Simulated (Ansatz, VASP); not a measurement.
Sc: VASP beside Ansatz

```
CELL_PARAMETERS angstrom
0.00000 3.23174 3.23174
3.23174 0.00000 3.23174
3.23174 3.23174 0.00000
ATOMIC_POSITIONS crystal
Sc 0.12500 0.12500 0.12500
Sc 0.87500 0.87500 0.87500
```

Alike in both runs: task relaxation of cell and atoms; functional BLYP; k mesh 9 × 9 × 9; occupations fermi-dirac, width 0.1 eV; no spin polarisation.

```csv
,VASP,Ansatz
version,VASP 6.6.1,Ansatz 0.2.0
potentials or method,"VASP PAW PBE potentials, release 64 (Sc_sv), cutoff 600 eV","plane waves (420 eV) with PAW, scalar-relativistic"
valence electrons in the cell,22,22
```

Ansatz gave:

| Property | Result |
| --- | --- |
| relaxed volume (Å³/atom) | 40.86 |
| relaxed cell length with the largest relative difference (Å) | 4.871 |

**Question.** Estimate VASP's values.

**Answer.** Relaxed volume (Å³/atom): 40.59; relaxed cell length with the largest relative difference (Å): 4.860.

VASP's potentials were made for PBE, not for BLYP.

Noted on VASP's run: the volume moved by over 15 % at a fixed basis, so the end points are rough.
